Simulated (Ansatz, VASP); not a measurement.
## One calculation of Be6Tl, two programs

```
Be Tl
1.0
     3.62915   -0.54756   -0.05030
    -0.48381    5.74571   -0.89403
    -0.07632   -0.87707    4.05948
Be Tl
6 1
Direct
  0.34878 0.59553 0.40503
  0.37844 0.01817 0.61625
  0.46888 0.39716 0.80570
  0.42639 0.22286 0.21857
  0.93626 0.24729 0.97705
  0.93627 0.24736 0.48448
  0.00498 0.77164 0.99292
```

Change from the starting cell: cell x1, atoms moved at random (sigma 0.1 Å) and cell strained at random (1.5 %), then relaxed without symmetry.

Alike in both runs: functional PBE; k mesh 6 × 6 × 6; occupations gaussian, width 0.2 eV; no spin polarisation.

Ansatz relaxed the structure, and its values are those at the end. VASP's run is a single point on that final structure, the one shown.

|  | VASP | Ansatz |
| --- | --- | --- |
| version | VASP 6.6.1 | Ansatz 0.2.0 |
| potentials or method | VASP PAW PBE potentials, release 64 (Be, Tl_d), cutoff 520 eV | scalar-relativistic, plane waves, PAW |
| valence electrons in the cell | 25 | 25 |

VASP gave:

* gap on the k mesh at the Fermi level (eV): none
* pressure (GPa): 0.1
* rms of the force components (eV/Å): 0.004

Problem. Estimate Ansatz's values.

Solution. gap on the k mesh at the Fermi level (eV): none; pressure (GPa): 0.0; rms of the force components (eV/Å): 0.003.

A gap of «none» marks a metal or a gap that the smearing closes.

Neither program's run includes spin-orbit coupling.
